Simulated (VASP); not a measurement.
# GaBAs2: single point with r2SCAN

GaBAs2:

```
B As Ga
1.0
     3.66157    0.00000    0.00000
     0.00000    3.66157    0.00000
     0.00000    0.00000    5.35475
B As Ga
1 2 1
Direct
  0.00000 0.00000 0.00000
  0.00000 0.50000 0.21397
  0.50000 0.00000 0.78603
  0.50000 0.50000 0.50000
```

```yaml
Program: VASP 6.6.1
Task: single point
Functional: r2SCAN
Potentials_or_basis: VASP PAW PBE potentials, release 64 (B, As, Ga_d)
Cutoff: 520 eV
k_mesh: 4 × 4 × 2
Occupations: gaussian, width 0.01 eV
Spin: no spin polarisation
```

The pressure is 0.3 GPa, the largest force is 0.061 eV/Å and the band gap on the k mesh is 0.76 eV, indirect (least direct gap 0.96 eV).

Forces on the atoms (eV/Å):
```
B    0.000  0.000  0.000
As   0.000  0.000 -0.061
As   0.000  0.000  0.061
Ga   0.000  0.000  0.000
```

Stress tensor (GPa, compression positive):
```
 0.76  0.00  0.00
 0.00  0.76  0.00
 0.00  0.00 -0.60
```

Levels at points of the mesh, in eV from the valence-band top:
```csv
k point,band 9,band 10,band 11,band 12,band 13,band 14,band 15,band 16,band 17,band 18
"(0.00, 0.00, 0.00)",-4.04,-4.04,-0.54,0.00,0.00,0.96,0.98,2.55,3.25,3.25
"(0.50, 0.00, 0.00)",-6.38,-5.18,-4.33,-2.88,-1.02,2.04,4.14,4.94,5.25,5.29
"(0.50, 0.50, 0.00)",-7.62,-4.27,-3.91,-3.91,-3.42,0.76,1.20,1.20,1.78,9.39
"(0.00, 0.00, 0.50)",-4.79,-3.57,-3.57,-1.47,-1.47,1.07,1.61,3.88,4.55,6.01
"(0.50, 0.00, 0.50)",-8.18,-2.83,-1.99,-1.98,-0.86,0.92,1.66,3.65,4.55,4.95
"(0.50, 0.50, 0.50)",-7.11,-5.06,-4.86,-4.68,-4.68,4.81,4.81,4.92,5.14,5.46
```

It took 28 s on 1 thread of Intel(R) Xeon(R) 6975P-C (Granite Rapids), with other jobs on the host, peak memory 0.18 GiB.

Caveat: the k points lie up to 0.59 Å⁻¹ apart; the PAW data sets were made with another functional, which shifts forces and pressure a little. r2SCAN opens gaps a little over a GGA but as a rule still falls short of measured ones.
